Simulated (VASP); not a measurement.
# As2RhAu3 (Immm) in VASP: single point with PBEsol

Aim: the single point of As2RhAu3 with PBEsol.

Program: VASP 6.6.1. These are calculated values, not measurements. Logs are shortened: lines on timing, memory, paths and dates and some standing lists are left out, and cuts for length are marked.

**1. The cell of the first run**

The structure is orthorhombic, space group Immm (No. 71). Conventional cell: a = 4.875 Å, b = 5.290 Å, c = 8.328 Å, α = 90.00°, β = 90.00°, γ = 90.00°. As (site symmetry mm2) has 1 Rh at 2.44 Å and 6 Au at 2.66 to 2.98 Å within 3.2 Å. Within 3.2 Å of Rh (site symmetry mmm) lie 2 As at 2.44 Å and 6 Au at 2.65 to 2.80 Å. Au (site symmetry mmm) has 2 Rh at 2.65 Å and 2 Au at 2.79 Å and 8 As at 2.98 to 3.60 Å within 3.6 Å. Au (site symmetry mm2) has 4 As at 2.66 to 2.67 Å and 2 Au at 2.74 to 2.79 Å and 2 Rh at 2.80 Å within 3.5 Å.

**2. Single point, PBEsol**

The input, INCAR:

```
SYSTEM = As2RhAu3
ALGO = Normal
EDIFF = 1E-6
ENCUT = 520
GGA = PS
ISIF = 2
ISMEAR = -1
LASPH = .True.
LCHARG = .True.
LELF = .True.
LREAL = .False.
LVHAR = .True.
LWAVE = .False.
NBANDS = 38
NELM = 60
PREC = Accurate
SIGMA = 0.03
```

The input, KPOINTS:

```
k-points
0
Gamma
  6 6 6
  0 0 0
```

The input, POSCAR:

```
As2RhAu3
1.0
   -2.4376075932      2.6451540143      4.1638386325
    2.4376075932     -2.6451540143      4.1638386325
    2.4376075932      2.6451540143     -4.1638386325
As Rh Au
2 1 3
Direct
    0.7068388888      0.7068388888      0.0000000000
    0.2931611112      0.2931611112      0.0000000000
    0.0000000000      0.0000000000      0.0000000000
    0.5000000000      0.0000000000      0.5000000000
    0.1645479628      0.6645479628      0.5000000000
    0.8354520372      0.3354520372      0.5000000000
```

Potentials or basis: VASP PAW PBE potentials, release 64 (As, Rh_pv, Au).

Run with:

```
> cat potpaw_PBE.64/As/POTCAR potpaw_PBE.64/Rh_pv/POTCAR potpaw_PBE.64/Au/POTCAR > POTCAR
> mpirun -np 1 vasp_std > vasp.out
```

OUTCAR:

```text
SYSTEM = As2RhAu3
   EDIFF = 1E-6
   ENCUT = 520
   GGA = PS
   ISIF = 2
   ISMEAR = -1
   LASPH = .True.
   LREAL = .False.
   NELM = 60
   PREC = Accurate

 ion  position               nearest neighbor table
   1  0.707  0.707  0.000-   3 2.44   6 2.66   6 2.66   5 2.67   5 2.67   4 2.98   4 2.98
   2  0.293  0.293  0.000-   3 2.44   5 2.66   5 2.66   6 2.67   6 2.67   4 2.98   4 2.98
   3  0.000  0.000  0.000-   1 2.44   2 2.44   4 2.65   4 2.65   6 2.80   5 2.80   6 2.80   5 2.80

   4  0.500  0.000  0.500-   3 2.65   3 2.65   6 2.79   5 2.79   2 2.98   1 2.98   2 2.98   1 2.98

   5  0.165  0.665  0.500-   2 2.66   2 2.66   1 2.67   1 2.67   6 2.74   4 2.79   3 2.80   3 2.80

   6  0.835  0.335  0.500-   1 2.66   1 2.66   2 2.67   2 2.67   5 2.74   4 2.79   3 2.80   3 2.80

  LATTYP: Found a body centered orthorhombic cell.
 ALAT       =     4.8752151864
 B/A-ratio  =     1.0851434914
 C/A-ratio  =     1.7081660904

  Lattice vectors:

 A1 = (  -2.4376075932,   2.6451540143,   4.1638386325)
 A2 = (   2.4376075932,  -2.6451540143,   4.1638386325)
 A3 = (   2.4376075932,   2.6451540143,  -4.1638386325)

Analysis of symmetry for initial positions (statically):
=====================================================================
 Subroutine PRICEL returns:
 Original cell was already a primitive cell.

 Routine SETGRP: Setting up the symmetry group for a
 body centered orthorhombic supercell.

 Subroutine GETGRP returns: Found  8 space group operations
 (whereof  8 operations were pure point group operations)
 out of a pool of  8 trial point group operations.

The static configuration has the point symmetry D_2h.

Analysis of symmetry for dynamics (positions and initial velocities):
=====================================================================
 Subroutine PRICEL returns:
 Original cell was already a primitive cell.

 Routine SETGRP: Setting up the symmetry group for a
 body centered orthorhombic supercell.

 Subroutine GETGRP returns: Found  8 space group operations
 (whereof  8 operations were pure point group operations)
 out of a pool of  8 trial point group operations.

The dynamic configuration has the point symmetry D_2h.

 Subroutine INISYM returns: Found  8 space group operations
 (whereof  8 operations are pure point group operations),
 and found     1 'primitive' translations

----------------------------------------------------------------------------------------

                                     Primitive cell

  volume of cell :     107.3912

  direct lattice vectors                    reciprocal lattice vectors
    -2.437607593  2.645154014  4.163838633     0.000000000  0.189024910  0.120081503
     2.437607593 -2.645154014  4.163838633     0.205119151  0.000000000  0.120081503
     2.437607593  2.645154014 -4.163838633     0.205119151  0.189024910  0.000000000

  length of vectors
     5.502392452  5.502392452  5.502392452     0.223941921  0.237683473  0.278934191

  position of ions in fractional coordinates (direct lattice)
     0.706838889  0.706838889  0.000000000
     0.293161111  0.293161111  0.000000000
     0.000000000  0.000000000  0.000000000
     0.500000000  0.000000000  0.500000000
     0.164547963  0.664547963  0.500000000
     0.835452037  0.335452037  0.500000000

  ion indices of the primitive-cell ions
   primitive index   ion index
                 1           1
                 2           2
                 3           3
                 4           4
                 5           5
                 6           6

----------------------------------------------------------------------------------------

 KPOINTS: k-points

Automatic generation of k-mesh.
 Grid dimensions read from file:
 generate k-points for:    6    6    6

 Generating k-lattice:

  Cartesian coordinates                     Fractional coordinates (reciprocal lattice)
     0.000000000  0.031504152  0.020013584     0.166666667  0.000000000 -0.000000000
     0.034186525  0.000000000  0.020013584     0.000000000  0.166666667 -0.000000000
     0.034186525  0.031504152  0.000000000     0.000000000  0.000000000  0.166666667

  Length of vectors
     0.037323653  0.039613912  0.046489032

  Shift w.r.t. Gamma in fractional coordinates (k-lattice)
     0.000000000  0.000000000  0.000000000

 Subroutine IBZKPT returns following result:
 ===========================================

 Found     46 irreducible k-points:

 Following reciprocal coordinates:
            Coordinates               Weight
  0.000000  0.000000  0.000000      1.000000
  0.166667  0.000000 -0.000000      4.000000
  0.333333 -0.000000  0.000000      4.000000
  0.500000  0.000000 -0.000000      2.000000
 -0.000000  0.166667  0.000000      4.000000
  0.166667  0.166667  0.000000      8.000000
[... 16 lines left out ...]
 -0.166667  0.166667  0.166667      2.000000
  0.166667  0.333333  0.166667      4.000000
 [... further k-points ...]
   k-points           NKPTS =     46   k-points in BZ     NKDIM =     46   number of bands    NBANDS=     38
   number of dos      NEDOS =    301   number of ions     NIONS =      6
   total plane-waves  NPLWV =  74088
   dimension x,y,z NGX =    42 NGY =   42 NGZ =   42
   dimension x,y,z NGXF=    84 NGYF=   84 NGZF=   84
   ions per type =               2   1   3
   NGX,Y,Z   is equivalent  to a cutoff of  12.69, 12.69, 12.69 a.u.
   NGXF,Y,Z  is equivalent  to a cutoff of  25.38, 25.38, 25.38 a.u.
 SYSTEM =  As2RhAu3
   PREC   = accura    normal or accurate (medium, high low for compatibility)
   ISTART =      0    job   : 0-new  1-cont  2-samecut
   ICHARG =      2    charge: 1-file 2-atom 10-const
   ISPIN  =      1    spin polarized calculation?
   LNONCOLLINEAR =      F non collinear calculations
   LSORBIT =      F    spin-orbit coupling
   LASPH  =      T    aspherical Exc in radial PAW
   ENCUT  =  520.0 eV  38.22 Ry    6.18 a.u.  10.23 10.23 10.23*2*pi/ulx,y,z
   NELM   =     60;   NELMIN=  2; NELMDL= -5     # of ELM steps
   EDIFF  = 0.1E-05   stopping-criterion for ELM
   LREAL  =      F    real-space projection
   EDIFFG = 0.1E-04   stopping-criterion for IOM
   NSW    =      0    number of steps for IOM
   IBRION =     -1    ionic relax: 0-MD 1-quasi-New 2-CG
   NFREE  =      0    steps in history (QN), initial steepest desc. (CG)
   ISIF   =      2    stress and relaxation
   ISYM   =      2    0-nonsym 1-usesym 2-fastsym
   POTIM  = 0.5000    time-step for ionic-motion
   TEBEG  =    0.0;   TEEND  =   0.0 temperature during run
   PSTRESS=    0.0 pullay stress
   NELECT =      58.0000    total number of electrons
   NUPDOWN=      -1.0000    fix difference up-down
   EMIN   =  10.00;   EMAX   =-10.00  energy-range for DOS
   EFERMI =   0.00;   METHOD = LEGACY
   ISMEAR =    -1;   SIGMA  =   0.03  broadening in eV -4-tet -1-fermi 0-gaus
   EFERMI_NEDOS =   21; number of points for ismear=-14 and -15
   IALGO  =     38    algorithm
   IMIX   =      4    mixing-type and parameters
     AMIX     =   0.40;   BMIX     =  1.00
     AMIX_MAG =   1.60;   BMIX_MAG =  1.00
  volume/ion in A,a.u.               =      17.90       120.79
  Fermi-wavevector in a.u.,A,eV,Ry     =   1.333198  2.519379 24.183221  1.777417
  Thomas-Fermi vector in A             =   2.462075
   LORBIT       =      0    0 simple, 1 ext, 2 COOP (PROOUT), +10 PAW based schemes
   GGA     = PS    functional components
   LHFCALC =     F    Hartree Fock is set to
   AEXX    =    0.0000 exact exchange contribution
   IVDW    =     0    specifies the selected vdW correction
   LEPSILON=     F    determine dielectric tensor
   LRPA    =     F    only Hartree local field effects (RPA)
 non-spin polarized calculation
  energy-cutoff  :      520.00
  volume of cell :      107.39
 maximum number of plane-waves:      2906
 NGX is ok and might be reduce to    42
   NGX = 21   NGY = 21   NGZ = 21

 number of electron      58.0000001 magnetization

 Free energy of the ion-electron system (eV)
  ---------------------------------------------------
  ext. energy  EPLUGINS =         0.00000000
  ---------------------------------------------------
  free energy    TOTEN  =       -29.21909944 eV

  energy without entropy =      -29.20898655  energy(sigma->0) =      -29.21404300

 E-fermi :   7.6503     XC(G=0): -12.0016

 val. band max:        7.6422608621   @ k =   0.3333   0.5000   0.0000
 cond. band min:       7.6515697626   @ k =  -0.1667  -0.1667   0.1667
 fundamental gap:      0.0093089005
 Fermi energy:         7.6503246515

 k-point     1 :       0.0000    0.0000    0.0000
  band No.  band energies     occupation
      1     -38.1617      2.00000
      2     -37.7702      2.00000
      3     -37.7671      2.00000
      4      -5.1128      2.00000
      5      -2.9291      2.00000
      6       1.4582      2.00000
[... 30 lines left out ...]
     37      12.9999      0.00000
     38      16.4163      0.00000

 k-point     2 :       0.1667    0.0000   -0.0000
  band No.  band energies     occupation
      1     -38.1617      2.00000
      2     -37.7702      2.00000
      3     -37.7679      2.00000
      4      -4.9462      2.00000
      5      -3.0209      2.00000
      6       1.4811      2.00000
[... 30 lines left out ...]
     37      13.7700      0.00000
     38      16.0513      0.00000

 k-point     3 :       0.3333   -0.0000    0.0000
  band No.  band energies     occupation
      1     -38.1618      2.00000
      2     -37.7702      2.00000
      3     -37.7695      2.00000
      4      -4.4889      2.00000
      5      -3.3322      2.00000
      6       1.3921      2.00000
[... 30 lines left out ...]
     37      14.1290      0.00000
     38      14.5783      0.00000

 k-point     4 :       0.5000    0.0000   -0.0000
  band No.  band energies     occupation
      1     -38.1618      2.00000
      2     -37.7704      2.00000
      3     -37.7703      2.00000
      4      -3.9214      2.00000
      5      -3.8305      2.00000
      6       1.4986      2.00000
[... 30 lines left out ...]
     37      14.2864      0.00000
     38      14.4766      0.00000
[... 703 lines left out ...]
      4      -3.6170      2.00000
      5      -3.5773      2.00000
      6       0.7026      2.00000
[... 30 lines left out ...]
     37      14.1764      0.00000
     38      15.1174      0.00000

 k-point    23 :      -0.1667    0.1667    0.1667
  band No.  band energies     occupation
      1     -38.1614      2.00000
      2     -37.7707      2.00000
      3     -37.7671      2.00000
      4      -4.5932      2.00000
      5      -3.1933      2.00000
      6       1.0127      2.00000
[... 30 lines left out ...]
     37      15.8382      0.00000
     38      16.0662      0.00000

 k-point    24 :       0.1667    0.3333    0.1667
  band No.  band energies     occupation
      1     -38.1614      2.00000
      2     -37.7709      2.00000
      3     -37.7696      2.00000
      4      -3.6018      2.00000
      5      -3.5808      2.00000
      6       0.6193      2.00000
[... 30 lines left out ...]
     37      14.2525      0.00000
     38      15.8098      0.00000

 [... further k-points ...]

------------------------ aborting loop because EDIFF is reached ----------------------------------------

  FORCE on cell =-STRESS in cart. coord.  units (eV):
  Direction    XX          YY          ZZ          XY          YZ          ZX
  --------------------------------------------------------------------------------------
  -------------------------------------------------------------------------------------
  Total       -0.0312768     -0.0267123     -0.0300838     -0.0000000      0.0000000      0.0000000
  in kB       -0.4666207     -0.3985225     -0.4488223     -0.0000000      0.0000000      0.0000000
  external PRESSURE =      -0.4379885 kB  Pullay stress =       0.0000000 kB

 VOLUME and BASIS-vectors are now :
 -----------------------------------------------------------------------------
  energy-cutoff  :      520.00
  volume of cell :      107.39
      direct lattice vectors                 reciprocal lattice vectors
    -2.437607593  2.645154014  4.163838633     0.000000000  0.189024910  0.120081503
     2.437607593 -2.645154014  4.163838633     0.205119151  0.000000000  0.120081503
     2.437607593  2.645154014 -4.163838633     0.205119151  0.189024910  0.000000000

 POSITION                                       TOTAL-FORCE (eV/Angst)
 -----------------------------------------------------------------------------------
      0.00000      0.00000      5.88633        -0.000000     -0.000000     -0.013743
      0.00000      0.00000      2.44135         0.000000      0.000000      0.013743
      0.00000      0.00000      0.00000        -0.000000     -0.000000     -0.000000
      0.00000      2.64515      0.00000        -0.000000     -0.000000      0.000000
      2.43761      0.00000      1.37030         0.000000     -0.000000     -0.010444
      0.00000      2.64515      2.79354        -0.000000      0.000000      0.010444
 -----------------------------------------------------------------------------------
    total drift:                               -0.000000     -0.000000      0.000000

  FREE ENERGIE OF THE ION-ELECTRON SYSTEM (eV)
  ---------------------------------------------------
  free  energy   TOTEN  =       -29.2190994398 eV

  energy  without entropy=      -29.2089865524  energy(sigma->0) =      -29.21404300
```

It took 6 min on 1 thread of Intel Xeon 8259CL, shared host; peak memory 0.37 GiB.

Results:

- Free energy: -29.2191 eV
- Pressure: 0.0 GPa
- Largest force: 0.014 eV/Å
- Band gap on the k mesh: zero (bands 29 and 30 overlap by 0.61 eV)

Forces on the atoms (eV/Å):
```
As   0.000  0.000 -0.014
As   0.000  0.000  0.014
Rh   0.000  0.000  0.000
Au   0.000  0.000  0.000
Au   0.000  0.000 -0.010
Au   0.000  0.000  0.010
```

Caveat: the PAW data sets were made with another functional, which shifts forces and pressure a little; spin-orbit coupling is left out, which moves the levels of the heavy elements.
